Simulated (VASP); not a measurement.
Ta, 2 atoms in the cell. The structure is hexagonal, space group P6_3/mmc (No. 194). Conventional cell: a = 2.860 Å, b = 2.860 Å, c = 5.081 Å, α = 90.00°, β = 90.00°, γ = 120.00°. Within 3.8 Å of Ta (site symmetry -6m2) lie 12 Ta at 2.86 to 3.03 Å.  This cell differs from its parent crystal: volume scaled by 0.96.

| Item | Value |
| --- | --- |
| Program | VASP 6.6.1 |
| Task | single point |
| Functional | PBE |
| Potentials or basis | VASP PAW PBE potentials, release 64 (Ta_pv) |
| Cutoff | 520 eV |
| k mesh | 20 × 20 × 10 |
| Occupations | fermi-dirac, width 0.1 eV |
| Spin | no spin polarisation |
| Dipole correction | no |
| Further INCAR settings | ALGO = Normal; EDIFF = 1e-07; NBANDS = 18 |

Potentials or basis: VASP PAW PBE potentials, release 64 (Ta_pv).

Launch:

```sh
$ cat potpaw_PBE.64/Ta_pv/POTCAR > POTCAR
$ mpirun -np 1 vasp_std > vasp.out
```

Hardware: 1 thread of Intel Xeon 8259CL (shared host).

**Question.** How long does it take, and how much memory?

**Answer.** It took 3 min on 1 thread of Intel Xeon 8259CL, with other jobs on the host, peak memory 0.27 GiB. Counts: scf iterations 13, k points 264.
